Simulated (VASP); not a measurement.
Write the native input for VASP 6.6.1 that does the following.

| Property | Result |
| --- | --- |
| Task | single point |
| Functional | LDA |
| Potentials or basis | VASP PAW LDA potentials, release 64 (Co_sv) |
| Cutoff | 600 eV |
| k mesh | 10 × 10 × 6 |
| Occupations | gaussian, width 0.05 eV |
| Spin | collinear spin, ferromagnetic start |
| Starting moments | [2.5, 2.5] μB |
| Dipole correction | no |
| Second run | valence_matched |
| Further INCAR settings | ALGO = Normal; EDIFF = 1e-06; NBANDS = 28 |

The structure of Co lies in POSCAR:

```
Co
1.0
    2.4216378834      0.0000000000      0.0000000000
   -1.2108189417      2.0971999258      0.0000000000
    0.0000000000      0.0000000000      3.9306947499
Co
2
Direct
    0.3333333333      0.6666666667      0.2500000000
    0.6666666667      0.3333333333      0.7500000000
```

One way to write it, as run:

INCAR

```
SYSTEM = Co
ALGO     = Normal         ! electronic algorithm
EDIFF    = 1E-6           ! SCF threshold, eV
ENCUT    = 600            ! plane-wave cutoff, eV
GGA_COMPAT= .FALSE.      
ISIF     = 2              ! what is computed and relaxed
ISMEAR   = 0              ! smearing method
ISPIN    = 2              ! spin polarisation
LASPH    = .TRUE.         ! aspherical terms in the spheres
LCHARG   = .FALSE.        ! write CHGCAR
LMAXMIX  = 4              ! l up to which the mixer works
LORBIT   = 11             ! projections on sites
LREAL    = .FALSE.        ! projectors in reciprocal space
LWAVE    = .FALSE.        ! write WAVECAR
MAGMOM   = 2.5 2.5        ! initial moments
NBANDS   = 28             ! bands
NELM     = 200            ! most SCF steps
PREC     = Accurate       ! precision mode
SIGMA    = 0.05           ! smearing width, eV
```

KPOINTS

```
k-points
0
G
  10 10 6
  0 0 0
```

Potentials or basis: VASP PAW LDA potentials, release 64 (Co_sv).

The run is started by

```console
$ cat potpaw_LDA.64/Co_sv/POTCAR > POTCAR
$ mpirun -np 1 vasp_std > vasp.out
```

Results of the run:

```
Pressure                                              : -3.9 GPa
Net moment                                            : 2.91 μB per cell
Site moments                                          : Co +1.49 μB
Valence electrons inside the program's atomic spheres : Co 15.14
```

Run time: 56 s on 1 thread of Intel(R) Xeon(R) Platinum 8488C (Sapphire Rapids), on a shared host, peak memory 0.16 GiB.
